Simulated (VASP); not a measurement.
Set up this calculation in VASP 6.6.1, as the native input.

```
Task                   : single point
Functional             : LDA
Potentials or basis    : VASP PAW LDA potentials, release 64 (Co, O)
Cutoff                 : 520 eV
k mesh                 : 11 × 11 × 11
Occupations            : fermi-dirac, width 0.05 eV
Spin                   : collinear spin, ferromagnetic start
Starting moments       : [2.0, 0.0] μB
Dipole correction      : no
Further INCAR settings : ALGO = Normal; EDIFF = 1e-07; NBANDS = 18
```

The structure of CoO lies in POSCAR:

```
CoO
1.0
    1.5054695445      0.8691832468      2.4399269062
   -1.5054695445      0.8691832468      2.4399269062
    0.0000000000     -1.7383664936      2.4399269062
Co O
1 1
Direct
    0.0000000000      0.0000000000      0.0000000000
    0.5000000000      0.5000000000      0.5000000000
```

One way to write it, as run:

INCAR

```
SYSTEM = CoO
ALGO     = Normal         ! electronic algorithm
EDIFF    = 1E-7           ! SCF threshold, eV
ENCUT    = 520            ! plane-wave cutoff, eV
GGA      = CA             ! functional
ISIF     = 2              ! what is computed and relaxed
ISMEAR   = -1             ! smearing method
ISPIN    = 2              ! spin polarisation
LASPH    = .TRUE.         ! aspherical terms in the spheres
LCHARG   = .TRUE.         ! write CHGCAR
LELF     = .TRUE.         ! ELF
LMAXMIX  = 4              ! l up to which the mixer works
LORBIT   = 11             ! projections on sites
LREAL    = .FALSE.        ! projectors in reciprocal space
LVHAR    = .TRUE.       
LWAVE    = .FALSE.        ! write WAVECAR
MAGMOM   = 2 0            ! initial moments
NBANDS   = 18             ! bands
NELM     = 150            ! most SCF steps
PREC     = Accurate       ! precision mode
SIGMA    = 0.05           ! smearing width, eV
```

KPOINTS

```
k-points
0
G
  11 11 11
  0 0 0
```

Potentials or basis: VASP PAW LDA potentials, release 64 (Co, O).

Command:

```bash
$ cat potpaw_LDA.64/Co/POTCAR potpaw_LDA.64/O/POTCAR > POTCAR
$ mpirun -np 1 vasp_std > vasp.out
```

It gave:

* Pressure: -19.4 GPa
* Net moment: 2.71 μB per cell
* Site moments: Co +2.37; O +0.28 μB
* Valence electrons inside the program's atomic spheres: Co 7.86; O 4.93

Caveat: a cell with one magnetic atom can't hold antiferromagnetic order, which such compounds often take.

Wall time 100 s on 1 thread of Intel(R) Xeon(R) Platinum 8259CL CPU @ 2.50GHz (Skylake/Cascade Lake) (shared host), peak memory 0.19 GiB.
